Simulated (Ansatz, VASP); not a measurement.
B in VASP and in Ansatz

File INCAR:

```
SYSTEM = B
PREC     = Accurate       ! precision mode
ENCUT    = 520            ! plane-wave cutoff, eV
EDIFF    = 1E-6           ! SCF threshold, eV
ISMEAR   = -1             ! smearing method
SIGMA    = 0.1            ! smearing width, eV
LREAL    = .False.        ! projectors in reciprocal space
LASPH    = .True.         ! aspherical terms in the spheres
NELM     = 60             ! most SCF steps
ALGO     = Normal         ! electronic algorithm
ISIF     = 2              ! what is computed and relaxed
LWAVE    = .False.        ! write WAVECAR
LCHARG   = .False.        ! write CHGCAR
GGA      = PS             ! functional
NBANDS   = 8              ! bands
```

KPOINTS

```
regular mesh
0
Gamma
  19 19 19
  0 0 0
```

Contents of POSCAR:

```
B
1.0
    1.8248598837      0.0000000000      0.0000000000
    0.0000000000      1.8248598837      0.0000000000
    0.0000000000      0.0000000000      1.8248598837
B
1
Direct
    0.0000000000      0.0000000000      0.0000000000
```

Input for Ansatz:

```yaml
crystal:
  lattice:
    - [1.8248598837, 0.0, 0.0]
    - [0.0, 1.8248598837, 0.0]
    - [0.0, 0.0, 1.8248598837]
  atoms:
    - { symbol: B, position: [0.0, 0.0, 0.0] }
hamiltonian:
  xc: pbesol
  pseudopotentials:
    kind: paw
    azcp:
      B: "pseudopotentials/B.paw.azcp"
basis:
  ecutwfc: 420
  fft_grid_basis: typed
kpoints:
  mp_grid: { grid: [19, 19, 19], shift: [0, 0, 0] }
magnetization:
  spin_polarized: false
scf:
  occupations: { method: fermi_dirac, width: 0.1 }
  lower_state_search: "off"
output:
  stress: true
  write_density: true
  write_potential: true
  elf: true
  volumetric_format: npy
```

Alike in both runs: task single point; functional PBEsol; k mesh 19 × 19 × 19; occupations fermi-dirac, width 0.1 eV; no spin polarisation.

|  | VASP | Ansatz |
| --- | --- | --- |
| version | VASP 6.6.1 | Ansatz 0.2.0 |
| potentials or method | VASP PAW PBE potentials, release 64 (B), cutoff 520 eV | plane waves (420 eV) with PAW, scalar-relativistic |
| valence electrons in the cell | 3 | 3 |

Ansatz gave:

* pressure (GPa): 23.7

What did VASP give for the same quantities?

Pressure (GPa): 24.1.

VASP's potentials were made for PBE, not for PBEsol, and Ansatz warns of the same on its side.
